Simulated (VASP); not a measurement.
A run of VASP 6.6.1:

INCAR

```
SYSTEM = SnO2
PREC = Accurate
ENCUT = 520
EDIFF = 1E-6
ISMEAR = 0
SIGMA = 0.05
LREAL = .False.
LASPH = .True.
NELM = 100
ALGO = Normal
ISIF = 2
LWAVE = .False.
LCHARG = .True.
GGA = PE
IVDW = 12
LELF = .True.
LVHAR = .True.
NBANDS = 64
```

File KPOINTS:

```
regular mesh
0
Gamma
  6 6 6
  0 0 0
```

POSCAR

```
SnO2
1.0
    3.2373377715      1.8690778339      4.2908446674
   -3.2373377715      1.8690778339      4.2908446674
    0.0000000000     -3.7381556677      4.2908446674
Sn O
4 8
Direct
    0.8647828825      0.8647769455      0.8647769455
    0.3647887733      0.3647948036      0.8647846652
    0.3647887733      0.8647846652      0.3647948036
    0.8647893268      0.3647917293      0.3647917293
    0.1334948470      0.6150191008      0.6150190899
    0.6334608352      0.1150406484      0.6150211507
    0.6334608352      0.6150211616      0.1150406375
    0.5961069490      0.6145525400      0.6145525509
    0.1334845187      0.1150380751      0.1150380642
    0.0960830615      0.1145501572      0.6145370783
    0.0960830615      0.6145370674      0.1145501682
    0.5961152354      0.1145425561      0.1145425671
```

Potentials or basis: VASP PAW PBE potentials, release 64 (Sn_d, O).

Launch:

```sh
$ cat potpaw_PBE.64/Sn_d/POTCAR potpaw_PBE.64/O/POTCAR > POTCAR
$ mpirun -np 1 vasp_std > vasp.out
```

Hardware: 1 thread of Oxide Virtual Turin-like Processor, on a shared host.

Question: Estimate the wall time of this run.

Answer: It took 11 min on 1 thread of Oxide Virtual Turin-like Processor, on a shared host, peak memory 0.54 GiB. Counts: scf iterations 14, k points 68.
